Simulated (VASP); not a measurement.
Here is a VASP 6.6.1 calculation.

The input INCAR:

```
SYSTEM = TiO2
PREC = Accurate
ENCUT = 520
EDIFF = 1E-6
ISMEAR = 0
SIGMA = 0.05
LREAL = .FALSE.
LASPH = .TRUE.
NELM = 80
ALGO = Normal
ISIF = 2
LWAVE = .FALSE.
LCHARG = .TRUE.
GGA = PE
LELF = .TRUE.
LVHAR = .TRUE.
NBANDS = 33
```

KPOINTS

```
regular mesh
0
G
  4 4 6
  0 0 0
```

The input POSCAR:

```
TiO2
1.0
    4.5922000000      0.0153073333      0.0000000000
    0.0153073333      4.5922000000      0.0000000000
    0.0000000000      0.0000000000      2.9574000000
Ti O
2 4
Direct
    0.0000000000      0.0000000000      0.0000000000
    0.5000000000      0.5000000000      0.5000000000
    0.3049600000      0.3049600000      0.0000000000
    0.1950400000      0.8049600000      0.5000000000
    0.6950400000      0.6950400000      0.0000000000
    0.8049600000      0.1950400000      0.5000000000
```

Potentials or basis: VASP PAW PBE potentials, release 64 (Ti_sv, O).

Launch:

```bash
$ cat potpaw_PBE.64/Ti_sv/POTCAR potpaw_PBE.64/O/POTCAR > POTCAR
$ mpirun -np 1 vasp_std > vasp.out
```

What does it give for the band gap on the k mesh?

1.87 eV, direct.

Predict the pressure.

6.1 GPa.

Predict the largest force.

0.137 eV/Å.

Stress tensor (GPa, compression positive):
```
 6.24 -1.54  0.00
-1.54  6.24  0.00
 0.00  0.00  5.78
```

A k mesh can miss the band edges. As with any semilocal functional, this PBE gap is likely too small.
